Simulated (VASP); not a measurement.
A run of VASP 6.6.1:

INCAR

```
SYSTEM = CoSi2
PREC = Accurate
ENCUT = 520
EDIFF = 1E-7
ISMEAR = -1
SIGMA = 0.05
LREAL = .FALSE.
LASPH = .TRUE.
NELM = 150
ALGO = Normal
ISIF = 2
LWAVE = .FALSE.
LCHARG = .FALSE.
ISPIN = 2
MAGMOM = 1.5 0 0
LORBIT = 11
NUPDOWN = 1.5
LMAXMIX = 4
GGA = PE
NBANDS = 20
```

The input KPOINTS:

```
Automatic mesh
0
G
  7 7 7
  0 0 0
```

The input POSCAR:

```
CoSi2
1.0
    0.0000000000      2.6780000000      2.6780000000
    2.6780000000      0.0000000000      2.6780000000
    2.6780000000      2.6780000000      0.0000000000
Co Si
1 2
Direct
    0.0000000000      0.0000000000      0.0000000000
    0.7500000000      0.7500000000      0.7500000000
    0.2500000000      0.2500000000      0.2500000000
```

Potentials or basis: VASP PAW PBE potentials, release 64 (Co, Si).

Command:

```sh
$ cat potpaw_PBE.64/Co/POTCAR potpaw_PBE.64/Si/POTCAR > POTCAR
$ mpirun -np 1 vasp_std > vasp.out
```

Hardware: 1 thread of Intel(R) Xeon(R) 6975P-C (Granite Rapids) (shared host).

Question: How long does it take, and how much memory?

Answer: It took 18 s on 1 thread of Intel(R) Xeon(R) 6975P-C (Granite Rapids) (shared host), peak memory 0.18 GiB. Counts: scf iterations 15, k points 20.
